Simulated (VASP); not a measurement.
# AlN (F-43m) in VASP: a series of runs

The runs below take AlN through single point, with r2SCAN.

Program: VASP 6.6.1. These are calculated values, not measurements. Logs are shortened: lines on timing, memory, paths and dates and some standing lists are left out, and cuts for length are marked.

### 1 The cell of the first run

It takes space group F-43m (No. 216, cubic). The conventional cell has a = 4.368 Å, b = 4.368 Å, c = 4.368 Å, α = 90.00°, β = 90.00°, γ = 90.00°. Within 2.5 Å of Al (site symmetry -43m) lie 4 N at 1.89 Å. N (site symmetry -43m) has 4 Al at 1.89 Å within 2.5 Å.

### 2 Single point, r2SCAN

Input file POSCAR:

```
AlN
1.0
    0.0000000000      2.1839935596      2.1839935596
    2.1839935596      0.0000000000      2.1839935596
    2.1839935596      2.1839935596      0.0000000000
Al N
1 1
Direct
    0.0000000000      0.0000000000      0.0000000000
    0.7500000000      0.7500000000      0.7500000000
```

Input file INCAR.step1:

```
SYSTEM = AlN
  ALGO = Normal
  EDIFF = 1E-4
  ENCUT = 520
  GGA = PE
  ISMEAR = 0
  LASPH = .True.
  LCHARG = .False.
  LREAL = .False.
  LWAVE = .True.
  NBANDS = 11
  NELM = 80
  PREC = Accurate
  SIGMA = 0.05
```

Input file INCAR.step2:

```
SYSTEM = AlN
  ALGO = Normal
  EDIFF = 1E-6
  ENCUT = 520
  ISIF = 2
  ISMEAR = 0
  ISTART = 1
  LASPH = .True.
  LCHARG = .True.
  LELF = .True.
  LMIXTAU = .True.
  LREAL = .False.
  LVHAR = .True.
  LWAVE = .False.
  METAGGA = R2SCAN
  NBANDS = 11
  NELM = 80
  PREC = Accurate
  SIGMA = 0.05
```

Input file KPOINTS:

```
k-points
0
Gamma
  10 10 10
  0 0 0
```

Potentials or basis: VASP PAW PBE potentials, release 64 (Al, N).

Launch:

```sh
cat potpaw_PBE.64/Al/POTCAR potpaw_PBE.64/N/POTCAR > POTCAR
cp INCAR.step1 INCAR
mpirun -np 1 vasp_std > vasp.out
cp INCAR.step2 INCAR
mpirun -np 1 vasp_std > vasp.out
```

OUTCAR:

```text
SYSTEM = AlN
   EDIFF = 1E-6
   ENCUT = 520
   ISIF = 2
   ISMEAR = 0
   ISTART = 1
   LASPH = .True.
   LREAL = .False.
   METAGGA = R2SCAN
   NELM = 80
   PREC = Accurate

 ion  position               nearest neighbor table
   1  0.000  0.000  0.000-   2 1.89   2 1.89   2 1.89   2 1.89
   2  0.750  0.750  0.750-   1 1.89   1 1.89   1 1.89   1 1.89

  LATTYP: Found a face centered cubic cell.
 ALAT       =     4.3679871192

  Lattice vectors:

 A1 = (   0.0000000000,   2.1839935596,   2.1839935596)
 A2 = (   2.1839935596,   0.0000000000,   2.1839935596)
 A3 = (   2.1839935596,   2.1839935596,   0.0000000000)

Analysis of symmetry for initial positions (statically):
=====================================================================
 Subroutine PRICEL returns:
 Original cell was already a primitive cell.

 Routine SETGRP: Setting up the symmetry group for a
 face centered cubic supercell.

 Subroutine GETGRP returns: Found 24 space group operations
 (whereof 24 operations were pure point group operations)
 out of a pool of 48 trial point group operations.

The static configuration has the point symmetry T_d .

Analysis of symmetry for dynamics (positions and initial velocities):
=====================================================================
 Subroutine PRICEL returns:
 Original cell was already a primitive cell.

 Routine SETGRP: Setting up the symmetry group for a
 face centered cubic supercell.

 Subroutine GETGRP returns: Found 24 space group operations
 (whereof 24 operations were pure point group operations)
 out of a pool of 48 trial point group operations.

The dynamic configuration has the point symmetry T_d .

 Subroutine INISYM returns: Found 24 space group operations
 (whereof 24 operations are pure point group operations),
 and found     1 'primitive' translations

----------------------------------------------------------------------------------------

                                     Primitive cell

  volume of cell :      20.8345

  direct lattice vectors                    reciprocal lattice vectors
     0.000000000  2.183993560  2.183993560    -0.228938404  0.228938404  0.228938404
     2.183993560  0.000000000  2.183993560     0.228938404 -0.228938404  0.228938404
     2.183993560  2.183993560  0.000000000     0.228938404  0.228938404 -0.228938404

  length of vectors
     3.088633312  3.088633312  3.088633312     0.396532948  0.396532948  0.396532948

  position of ions in fractional coordinates (direct lattice)
     0.000000000  0.000000000  0.000000000
     0.750000000  0.750000000  0.750000000

  ion indices of the primitive-cell ions
   primitive index   ion index
                 1           1
                 2           2

----------------------------------------------------------------------------------------

 KPOINTS: k-points

Automatic generation of k-mesh.
 Grid dimensions read from file:
 generate k-points for:   10   10   10

 Generating k-lattice:

  Cartesian coordinates                     Fractional coordinates (reciprocal lattice)
    -0.022893840  0.022893840  0.022893840     0.100000000  0.000000000  0.000000000
     0.022893840 -0.022893840  0.022893840     0.000000000  0.100000000  0.000000000
     0.022893840  0.022893840 -0.022893840     0.000000000  0.000000000  0.100000000

  Length of vectors
     0.039653295  0.039653295  0.039653295

  Shift w.r.t. Gamma in fractional coordinates (k-lattice)
     0.000000000  0.000000000  0.000000000

 Subroutine IBZKPT returns following result:
 ===========================================

 Found     47 irreducible k-points:

 Following reciprocal coordinates:
            Coordinates               Weight
  0.000000  0.000000  0.000000      1.000000
  0.100000  0.000000  0.000000      8.000000
  0.200000  0.000000  0.000000      8.000000
  0.300000  0.000000  0.000000      8.000000
  0.400000  0.000000  0.000000      8.000000
  0.500000  0.000000  0.000000      4.000000
[... 16 lines left out ...]
  0.300000  0.300000  0.000000      6.000000
  0.400000  0.300000  0.000000     24.000000
 [... further k-points ...]
   k-points           NKPTS =     47   k-points in BZ     NKDIM =     47   number of bands    NBANDS=     11
   number of dos      NEDOS =    301   number of ions     NIONS =      2
   total plane-waves  NPLWV =  13824
   dimension x,y,z NGX =    24 NGY =   24 NGZ =   24
   dimension x,y,z NGXF=    48 NGYF=   48 NGZF=   48
   ions per type =               1   1
   NGX,Y,Z   is equivalent  to a cutoff of  12.92, 12.92, 12.92 a.u.
   NGXF,Y,Z  is equivalent  to a cutoff of  25.84, 25.84, 25.84 a.u.
 SYSTEM =  AlN
   PREC   = accura    normal or accurate (medium, high low for compatibility)
   ISTART =      1    job   : 0-new  1-cont  2-samecut
   ICHARG =      0    charge: 1-file 2-atom 10-const
   ISPIN  =      1    spin polarized calculation?
   LNONCOLLINEAR =      F non collinear calculations
   LSORBIT =      F    spin-orbit coupling
   LASPH  =      T    aspherical Exc in radial PAW
   ENCUT  =  520.0 eV  38.22 Ry    6.18 a.u.   5.74  5.74  5.74*2*pi/ulx,y,z
   NELM   =     80;   NELMIN=  2; NELMDL=  0     # of ELM steps
   EDIFF  = 0.1E-05   stopping-criterion for ELM
   LREAL  =      F    real-space projection
   EDIFFG = 0.1E-04   stopping-criterion for IOM
   NSW    =      0    number of steps for IOM
   IBRION =     -1    ionic relax: 0-MD 1-quasi-New 2-CG
   NFREE  =      0    steps in history (QN), initial steepest desc. (CG)
   ISIF   =      2    stress and relaxation
   ISYM   =      2    0-nonsym 1-usesym 2-fastsym
   POTIM  = 0.5000    time-step for ionic-motion
   TEBEG  =    0.0;   TEEND  =   0.0 temperature during run
   PSTRESS=    0.0 pullay stress
   NELECT =       8.0000    total number of electrons
   NUPDOWN=      -1.0000    fix difference up-down
   EMIN   =  10.00;   EMAX   =-10.00  energy-range for DOS
   EFERMI =   0.00;   METHOD = LEGACY
   ISMEAR =     0;   SIGMA  =   0.05  broadening in eV -4-tet -1-fermi 0-gaus
   EFERMI_NEDOS =   21; number of points for ismear=-14 and -15
   IALGO  =     38    algorithm
   IMIX   =      4    mixing-type and parameters
     AMIX     =   0.40;   BMIX     =  1.00
     AMIX_MAG =   1.60;   BMIX_MAG =  1.00
  volume/ion in A,a.u.               =      10.42        70.30
  Fermi-wavevector in a.u.,A,eV,Ry     =   1.189899  2.248583 19.263943  1.415860
  Thomas-Fermi vector in A             =   2.325996
   LORBIT       =      0    0 simple, 1 ext, 2 COOP (PROOUT), +10 PAW based schemes
   METAGGA = R2SCAN    functional components
   LHFCALC =     F    Hartree Fock is set to
   AEXX    =    0.0000 exact exchange contribution
   IVDW    =     0    specifies the selected vdW correction
   LEPSILON=     F    determine dielectric tensor
   LRPA    =     F    only Hartree local field effects (RPA)
 non-spin polarized calculation
 Gauss-broadening in eV      SIGMA  =   0.05
  energy-cutoff  :      520.00
  volume of cell :       20.83
 maximum number of plane-waves:       571
   NGX = 11   NGY = 11   NGZ = 11

 number of electron       8.0000000 magnetization

 Free energy of the ion-electron system (eV)
  ---------------------------------------------------
  ext. energy  EPLUGINS =         0.00000000
  ---------------------------------------------------
  free energy    TOTEN  =       -19.17972444 eV

  energy without entropy =      -19.17972444  energy(sigma->0) =      -19.17972444

 E-fermi :   5.9034     XC(G=0): -11.4184

 val. band max:        5.6930362800   @ k =   0.0000   0.0000   0.0000
 cond. band min:       9.6278500293   @ k =   0.5000   0.5000   0.0000
 fundamental gap:      3.9348137493
 Fermi energy:         5.9034174929

 k-point     1 :       0.0000    0.0000    0.0000
  band No.  band energies     occupation
      1     -10.0486      2.00000
      2       5.6930      2.00000
      3       5.6930      2.00000
      4       5.6930      2.00000
      5      10.5855      0.00000
      6      19.2144      0.00000
      7      19.2144      0.00000
      8      19.2144      0.00000
      9      24.2274      0.00000
     10      24.2274      0.00000
     11      25.9400      0.00000

 k-point     2 :       0.1000    0.0000    0.0000
  band No.  band energies     occupation
      1      -9.9020      2.00000
      2       4.8924      2.00000
      3       5.6411      2.00000
      4       5.6411      2.00000
      5      11.2444      0.00000
      6      18.8354      0.00000
      7      19.3549      0.00000
      8      19.3549      0.00000
      9      23.0001      0.00000
     10      23.0001      0.00000
     11      25.1371      0.00000

 k-point     3 :       0.2000    0.0000    0.0000
  band No.  band energies     occupation
      1      -9.4862      2.00000
      2       3.2688      2.00000
      3       5.5111      2.00000
      4       5.5111      2.00000
      5      12.4105      0.00000
      6      18.0444      0.00000
      7      19.2462      0.00000
      8      19.2462      0.00000
      9      22.5068      0.00000
     10      22.5068      0.00000
     11      24.2618      0.00000

 k-point     4 :       0.3000    0.0000    0.0000
  band No.  band energies     occupation
      1      -8.8877      2.00000
      2       1.5963      2.00000
      3       5.3616      2.00000
      4       5.3616      2.00000
      5      13.3062      0.00000
      6      17.2820      0.00000
      7      18.5084      0.00000
      8      18.5084      0.00000
      9      23.6848      0.00000
     10      23.6848      0.00000
     11      24.1183      0.00000
[... 239 lines left out ...]
 k-point    22 :      -0.2000    0.2000    0.0000
  band No.  band energies     occupation
      1      -8.6905      2.00000
      2       1.9053      2.00000
      3       3.9911      2.00000
      4       5.4382      2.00000
      5      14.0574      0.00000
      6      16.5078      0.00000
      7      18.0845      0.00000
      8      19.0349      0.00000
      9      21.6475      0.00000
     10      25.3778      0.00000
     11      28.2045      0.00000

 k-point    23 :       0.3000    0.3000    0.0000
  band No.  band energies     occupation
      1      -8.5129      2.00000
      2       2.1438      2.00000
      3       4.4329      2.00000
      4       4.4329      2.00000
      5      11.7008      0.00000
      6      16.2857      0.00000
      7      18.5573      0.00000
      8      21.3103      0.00000
      9      21.3103      0.00000
     10      27.0706      0.00000
     11      30.7830      0.00000

 k-point    24 :       0.4000    0.3000    0.0000
  band No.  band energies     occupation
      1      -8.0607      2.00000
      2       1.5011      2.00000
      3       3.9737      2.00000
      4       4.2661      2.00000
      5      11.2666      0.00000
      6      16.1137      0.00000
      7      18.9941      0.00000
      8      21.3791      0.00000
      9      21.9511      0.00000
     10      28.1418      0.00000
     11      30.5612      0.00000

 [... further k-points ...]
[... 5 lines left out ...]
  --------------------------------------------------------------------------------------
  -------------------------------------------------------------------------------------
  Total       -0.0169450     -0.0169450     -0.0169450     -0.0000000      0.0000000     -0.0000000
  in kB       -1.3030748     -1.3030748     -1.3030748     -0.0000000      0.0000000     -0.0000000
  external PRESSURE =      -1.3030748 kB  Pullay stress =       0.0000000 kB

 VOLUME and BASIS-vectors are now :
 -----------------------------------------------------------------------------
  energy-cutoff  :      520.00
  volume of cell :       20.83
      direct lattice vectors                 reciprocal lattice vectors
     0.000000000  2.183993560  2.183993560    -0.228938404  0.228938404  0.228938404
     2.183993560  0.000000000  2.183993560     0.228938404 -0.228938404  0.228938404
     2.183993560  2.183993560  0.000000000     0.228938404  0.228938404 -0.228938404

 POSITION                                       TOTAL-FORCE (eV/Angst)
 -----------------------------------------------------------------------------------
      0.00000      0.00000      0.00000         0.000000      0.000000      0.000000
      3.27599      3.27599      3.27599        -0.000000     -0.000000     -0.000000
 -----------------------------------------------------------------------------------
    total drift:                                0.000000      0.000000      0.000001

  FREE ENERGIE OF THE ION-ELECTRON SYSTEM (eV)
  ---------------------------------------------------
  free  energy   TOTEN  =       -19.1797244417 eV

  energy  without entropy=      -19.1797244417  energy(sigma->0) =      -19.17972444
```

Wall time 14 s (1 thread of Intel Xeon 6975P-C (Granite Rapids), shared host); peak memory 0.13 GiB.

Results:

* Free energy: -19.1797 eV
* Pressure: -0.1 GPa
* Band gap on the k mesh: 3.93 eV, indirect (least direct gap 4.89 eV)

Caveat: the PAW data sets were made with another functional, which shifts forces and pressure a little.

### 3 Single point, r2SCAN

POSCAR is that of step 2.

Input file INCAR.step1:

```
ALGO = Normal
EDIFF = 1E-4
ENCUT = 520
GGA = PE
ISMEAR = 0
LASPH = T
LCHARG = F
LREAL = F
LWAVE = T
NBANDS = 11
NELM = 80
PREC = Accurate
SIGMA = 0.05
```

Input file INCAR.step2:

```
ALGO = Normal
EDIFF = 1E-7
ENCUT = 520
ISIF = 2
ISMEAR = 0
ISTART = 1
LASPH = T
LCHARG = F
LMIXTAU = T
LREAL = F
LWAVE = F
METAGGA = R2SCAN
NBANDS = 11
NELM = 80
PREC = Accurate
SIGMA = 0.05
```

Input file KPOINTS:

```
k-points
0
Gamma
  10 10 10
```

Potentials or basis: VASP PAW PBE potentials, release 64 (Al, N).

Launch:

```sh
cat potpaw_PBE.64/Al/POTCAR potpaw_PBE.64/N/POTCAR > POTCAR
cp INCAR.step1 INCAR
mpirun -np 1 vasp_std > vasp.out
cp INCAR.step2 INCAR
mpirun -np 1 vasp_std > vasp.out
```

It took 14 s on 1 thread of Intel Xeon 6975P-C (Granite Rapids), shared host; peak memory 0.13 GiB.

Results (log left out):

| Item | Value |
| --- | --- |
| Free energy | -19.1797 eV |
| Pressure | -0.1 GPa |
| Band gap on the k mesh | 3.93 eV, indirect (least direct gap 4.89 eV) |

Levels at points of the mesh, in eV from the valence-band top:
```
           k point  band 1  band 2  band 3  band 4  band 5  band 6  band 7  band 8
(0.00, 0.00, 0.00)  -15.74    0.00    0.00    0.00    4.89   13.52   13.52   13.52
(0.50, 0.00, 0.00)  -13.73   -5.90   -0.49   -0.49    8.21   10.83   11.94   11.94
(0.50, 0.50, 0.00)  -13.10   -4.95   -1.81   -1.81    3.93    9.48   15.20   16.96
```

Caveat: the PAW data sets were made with another functional, which shifts forces and pressure a little. r2SCAN opens gaps a little over a GGA but as a rule still falls short of measured ones.

### 4 Single point, r2SCAN

This run uses another cell than the first one: it holds 12 atoms, not 2.

Input file POSCAR:

```
AlN
1.0
    2.1839935596     -2.1839935596      0.0000000000
    2.1839935596      0.0000000000     -2.1839935596
    8.7359742384      8.7359742384      8.7359742384
Al N
6 6
Direct
    0.6666666667      0.6666666667      0.1666666667
    0.0000000000      0.0000000000      0.0000000000
    0.3333333333      0.3333333333      0.3333333333
    0.6666666667      0.6666666667      0.6666666667
    0.0000000000      0.0000000000      0.5000000000
    0.3333333333      0.3333333333      0.8333333333
    0.6666666667      0.6666666667      0.5416666667
    1.0000000000      1.0000000000      0.3750000000
    0.3333333333      0.3333333333      0.7083333333
    0.6666666667      0.6666666667      0.0416666667
    0.0000000000      0.0000000000      0.8750000000
    0.3333333333      0.3333333333      0.2083333333
```

Input file INCAR.step1:

```
SYSTEM = AlN
PREC = Accurate
ENCUT = 520
ISMEAR = 0
SIGMA = 0.05
LREAL = .False.
LASPH = .True.
NELM = 60
NBANDS = 36
GGA = PE
ALGO = Normal
EDIFF = 1E-4
LWAVE = .True.
LCHARG = .False.
```

Input file INCAR.step2:

```
SYSTEM = AlN
PREC = Accurate
ENCUT = 520
EDIFF = 1E-7
ISMEAR = 0
SIGMA = 0.05
LREAL = .False.
LASPH = .True.
NELM = 60
ALGO = Normal
ISIF = 2
LWAVE = .False.
LCHARG = .False.
METAGGA = R2SCAN
LMIXTAU = .True.
NBANDS = 36
ISTART = 1
```

Input file KPOINTS:

```
Automatic mesh
0
Gamma
  8 8 2
  0 0 0
```

Potentials or basis: VASP PAW PBE potentials, release 64 (Al, N).

Launch:

```sh
cat potpaw_PBE.64/Al/POTCAR potpaw_PBE.64/N/POTCAR > POTCAR
cp INCAR.step1 INCAR
mpirun -np 1 vasp_std > vasp.out
cp INCAR.step2 INCAR
mpirun -np 1 vasp_std > vasp.out
```

OUTCAR:

```text
SYSTEM = AlN
   PREC = Accurate
   ENCUT = 520
   EDIFF = 1E-7
   ISMEAR = 0
   LREAL = .False.
   LASPH = .True.
   NELM = 60
   ISIF = 2
   METAGGA = R2SCAN
   ISTART = 1

 ion  position               nearest neighbor table
   1  0.667  0.667  0.167-  12 1.89  12 1.89  10 1.89  12 1.89   3 3.09   3 3.09   3 3.09   2 3.09
                             2 3.09   2 3.09
   2  0.000  0.000  0.000-  10 1.89  11 1.89  10 1.89  10 1.89   1 3.09   6 3.09   1 3.09   1 3.09
                             6 3.09   6 3.09
[... 1011 lines left out ...]
 VOLUME and BASIS-vectors are now :
 -----------------------------------------------------------------------------
  energy-cutoff  :      520.00
  volume of cell :      125.01
      direct lattice vectors                 reciprocal lattice vectors
     2.183993560 -2.183993560  0.000000000     0.152625603 -0.305251205  0.152625603
     2.183993560  0.000000000 -2.183993560     0.152625603  0.152625603 -0.305251205
     8.735974238  8.735974238  8.735974238     0.038156401  0.038156401  0.038156401

 POSITION                                       TOTAL-FORCE (eV/Angst)
 -----------------------------------------------------------------------------------
      4.36799      0.00000      0.00000         0.001434      0.001434      0.001434
      0.00000      0.00000      0.00000         0.001434      0.001434      0.001434
      4.36799      2.18399      2.18399         0.001434      0.001434      0.001434
      8.73597      4.36799      4.36799         0.001434      0.001434      0.001434
      4.36799      4.36799      4.36799         0.001434      0.001434      0.001434
      8.73597      6.55198      6.55198         0.001434      0.001434      0.001434
      7.64398      3.27599      3.27599        -0.001434     -0.001434     -0.001434
      3.27599      3.27599      3.27599        -0.001434     -0.001434     -0.001434
      7.64398      5.45998      5.45998        -0.001434     -0.001434     -0.001434
      3.27599     -1.09200     -1.09200        -0.001434     -0.001434     -0.001434
      7.64398      7.64398      7.64398        -0.001434     -0.001434     -0.001434
      3.27599      1.09200      1.09200        -0.001434     -0.001434     -0.001434
 -----------------------------------------------------------------------------------
    total drift:                                0.040860      0.040862      0.040862

  FREE ENERGIE OF THE ION-ELECTRON SYSTEM (eV)
  ---------------------------------------------------
  free  energy   TOTEN  =      -115.0801353058 eV

  energy  without entropy=     -115.0801353058  energy(sigma->0) =     -115.08013531
```

It took 5.4 min on 1 thread of Intel Xeon 6975P-C, shared host; peak memory 0.3 GiB.

What came out:

* Free energy: -115.0801 eV
* Pressure: -0.1 GPa
* Band gap on the k mesh: 3.93 eV

Caveat: the PAW data sets were made with another functional, which shifts forces and pressure a little. r2SCAN opens gaps a little over a GGA but as a rule still falls short of measured ones.
